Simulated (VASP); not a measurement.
A run of VASP 6.6.1 is set up as follows.

Contents of POSCAR:

```
CdS
1.0
    3.3614524370      0.0000000000      0.0000000000
    0.0000000000      3.3614524370      0.0000000000
    0.0000000000      0.0000000000      3.4467825434
Cd S
1 1
Direct
    0.5000000000      0.5000000000      0.5000000000
    0.0000000000      0.0000000000      0.0000000000
```

The input INCAR.step1:

```
PREC = Accurate
ENCUT = 520
ISMEAR = 0
SIGMA = 0.1
LREAL = False
LASPH = True
NELM = 60
NBANDS = 16
GGA = PE
ALGO = Normal
EDIFF = 1E-4
LWAVE = True
LCHARG = False
```

The input INCAR.step2:

```
PREC = Accurate
ENCUT = 520
EDIFF = 1E-6
ISMEAR = 0
SIGMA = 0.1
LREAL = False
LASPH = True
NELM = 60
ALGO = Normal
ISIF = 2
LWAVE = False
LCHARG = False
METAGGA = R2SCAN
LMIXTAU = True
NBANDS = 16
ISTART = 1
```

Contents of KPOINTS:

```
regular mesh
0
Gamma
  6 6 4
```

Potentials or basis: VASP PAW PBE potentials, release 64 (Cd, S).

Command:

```console
$ cat potpaw_PBE.64/Cd/POTCAR potpaw_PBE.64/S/POTCAR > POTCAR
$ cp INCAR.step1 INCAR
$ mpirun -np 1 vasp_std > vasp.out
$ cp INCAR.step2 INCAR
$ mpirun -np 1 vasp_std > vasp.out
```

Task: Predict the band gap on the k mesh.

Result: Zero (bands 9 and 10 overlap by 0.61 eV).

Task: Predict the pressure.

Result: 0.3 GPa.

Stress tensor (GPa, compression positive):
```
0.39 0.00 0.00
0.00 0.39 0.00
0.00 0.00 0.18
```

Caveat: the k points lie up to 0.46 Å⁻¹ apart, too coarse for converged energies and pressures of a metal; semilocal functionals underestimate gaps, so a narrow gap can read as zero; the PAW data sets were made with another functional, which shifts forces and pressure a little.
